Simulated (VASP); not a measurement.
# Cs3BPb4Br12 (a cell with a defect): single point with PBEsol

The system is Cs3BPb4Br12 (a cell with a defect).

```
B Cs Pb Br
1.0
    11.76333    0.00000    0.00000
     0.00000   11.76333    0.00000
     0.00000    0.00000   11.76333
B Cs Pb Br
2 6 8 24
Cartesian
  0.8663 10.3276 1.0172
  6.8021 7.3337 6.8102
  0.1036 0.6348 5.8856
  0.4323 5.4863 0.0052
  11.1221 5.9439 5.8125
  5.2614 11.7003 11.7093
  6.2802 0.4047 5.9132
  6.0580 5.3321 0.0050
  2.9990 2.8477 2.8552
  3.0342 2.9059 8.7322
  3.0136 8.5918 3.1654
  2.7812 8.6955 8.7541
  8.9151 2.9554 2.8312
  8.8794 3.0615 8.7425
  8.6280 8.9214 2.8758
  8.9156 9.0380 9.0503
  2.8346 2.6878 11.6604
  3.2566 2.6021 5.7586
  2.7368 9.0259 0.1397
  2.0386 8.5608 5.9374
  9.1563 3.3291 11.6418
  8.7924 3.0856 5.7791
  7.8772 8.9608 0.0313
  8.6691 8.6768 6.0036
  0.0883 3.3895 3.2202
  0.0721 3.4554 8.4302
  0.0344 8.5702 2.4014
  11.6847 8.0810 9.1031
  5.9521 2.4493 2.5250
  5.9710 2.5240 9.1365
  5.7876 9.5763 3.2222
  5.9346 9.0213 8.2077
  2.1911 11.4544 2.7278
  2.9013 11.6720 8.5833
  3.3161 5.7142 2.4646
  3.3156 5.8486 9.3068
  9.1876 0.0163 3.3627
  9.1570 0.1653 8.4229
  8.7185 5.9580 2.7773
  8.1245 6.1712 8.5416
```

* Program: VASP 6.6.1
* Task: single point
* Functional: PBEsol
* Potentials or basis: VASP PAW PBE potentials, release 64 (B, Cs_sv, Pb_d, Br)
* Cutoff: 420 eV
* k mesh: 1 × 1 × 1, shifted
* Occupations: fermi-dirac, width 0.05 eV
* Spin: no spin polarisation
* Dipole correction: no
* Mended: yes
* Further INCAR settings: LREAL = Auto; ALGO = Normal; EDIFF = 1e-06; NBANDS = 196; ISYM = -1

The pressure is -0.5 GPa. The largest force is 0.035 eV/Å. The band gap on the k mesh is 1.96 eV.

Forces in eV/Å, atoms in the order of the input:
```
B   -0.007  0.030 -0.014
B    0.007 -0.033 -0.010
Cs  -0.001 -0.008 -0.001
Cs  -0.004  0.001  0.003
Cs   0.006 -0.006  0.007
Cs   0.005 -0.003 -0.001
Cs  -0.003 -0.002  0.000
Cs  -0.003 -0.002 -0.007
Pb   0.003 -0.003 -0.001
Pb  -0.005 -0.017 -0.007
Pb  -0.003  0.001 -0.003
Pb  -0.010  0.007  0.000
Pb  -0.008  0.014 -0.006
Pb   0.003 -0.003  0.002
Pb   0.004  0.006 -0.007
Pb  -0.008  0.019 -0.008
Br  -0.001  0.000  0.002
Br   0.002  0.000  0.001
Br  -0.004 -0.017  0.025
Br   0.003  0.000 -0.007
Br   0.000 -0.004 -0.001
Br   0.000  0.001  0.002
Br   0.004  0.002  0.000
Br  -0.009  0.013  0.026
Br   0.001  0.003  0.005
Br   0.002 -0.001  0.005
Br   0.021 -0.001 -0.010
Br   0.011 -0.003  0.009
Br   0.006  0.002  0.006
Br   0.005 -0.004 -0.006
Br   0.001  0.004  0.008
Br   0.008  0.002  0.011
Br  -0.006 -0.018 -0.007
Br  -0.007  0.004  0.001
Br  -0.001  0.008  0.010
Br  -0.003  0.011 -0.010
Br  -0.001 -0.007 -0.004
Br  -0.001 -0.009  0.007
Br  -0.004 -0.012  0.003
Br  -0.008  0.026 -0.021
```

Stress tensor (GPa, compression positive):
```
-0.60 -0.02  0.00
-0.02 -0.54 -0.01
 0.00 -0.01 -0.36
```

Levels at points of the mesh, in eV from the valence-band top:
| k point | band 166 | band 167 | band 168 | band 169 | band 170 | band 171 | band 172 | band 173 | band 174 | band 175 |
| --- | --- | --- | --- | --- | --- | --- | --- | --- | --- | --- |
| (0.25, 0.25, 0.25) | -1.22 | -1.15 | -0.92 | -0.04 | 0.00 | 1.96 | 2.13 | 2.21 | 2.27 | 2.29 |

Run time: 7.7 min on 1 thread of Intel(R) Xeon(R) Platinum 8375C CPU @ 2.90GHz (Ice Lake), with other jobs on the host, peak memory 1 GiB.

Caveat: the PAW data sets were made with another functional, which shifts forces and pressure a little; spin-orbit coupling is left out, which moves the levels of the heavy elements.
